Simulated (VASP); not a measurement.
Runs of VASP 6.6.1 on LiF. The structure is that of space group Fm-3m (No. 225), or close to it. The cells are those of the table. 

| level | cell | cutoff (eV) | gap on the mesh (eV) | pressure (GPa) |
| --- | --- | --- | --- | --- |
| r2SCAN | a = 2.847 Å, angles 60.0°, 2 atoms | 830 | 10.27 | -2.3 |
| PBE | a = 2.903 Å, angles 60.0°, 2 atoms | 750 | (a) | -2.3 |
| PBE | a = 2.847 Å, angles 60.0°, 2 atoms | 750 | (b) | 1.6 |
| PBE | a = 2.789 Å, angles 60.0°, 2 atoms | 750 | 9.66 | 6.9 |

Alike in all rows: task single point; potentials or basis VASP PAW PBE potentials, release 64 (Li_sv, F); no spin polarisation; k mesh 4 × 4 × 4; smearing gaussian 0.01 eV.

Q: Fill in the values left out.

A: (a) 8.59; (b) 9.09.

Caveats: all runs use coarse meshes; the PAW data sets were made with another functional, which shifts forces and pressure a little (some runs).

